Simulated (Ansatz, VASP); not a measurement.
Two plane-wave programs on Sb

```
Sb
1.0
     3.41280    0.00000    0.00000
     0.00000    3.41280    0.00000
     0.00000    0.00000    3.28640
Sb
1
Direct
  0.00000 0.00000 0.00000
```

Change from the starting cell: strain +0.080 along x and y, +0.040 along z, atoms carried along.

Alike in both runs: task single point; functional PBEsol; k mesh 16 × 16 × 16; occupations gaussian, width 0.15 eV; no spin polarisation.

|  | VASP | Ansatz |
| --- | --- | --- |
| version | VASP 6.6.1 | Ansatz 0.2.0 |
| potentials or method | VASP PAW PBE potentials, release 64 (Sb), cutoff 520 eV | scalar-relativistic, plane waves, PAW |
| valence electrons in the cell | 5 | 15 |

```csv
,VASP,Ansatz,Ansatz less VASP
gap on the k mesh at the Fermi level (eV),none,none,-
pressure (GPa),-9.3,-9.2,+0.03
"traceless stress, the component that is largest in VASP (GPa)",0.59,0.59,-0.003
```

VASP's potentials were made for PBE, not for PBEsol. A gap of «none» marks a metal or a gap that the smearing closes. With one functional, cell and mesh, what is left measures potentials, basis and numerics. VASP's potentials hold 5 valence electrons a cell and Ansatz's 15, so a difference there can come from the potentials and not from the codes.

Spin-orbit coupling is off throughout.
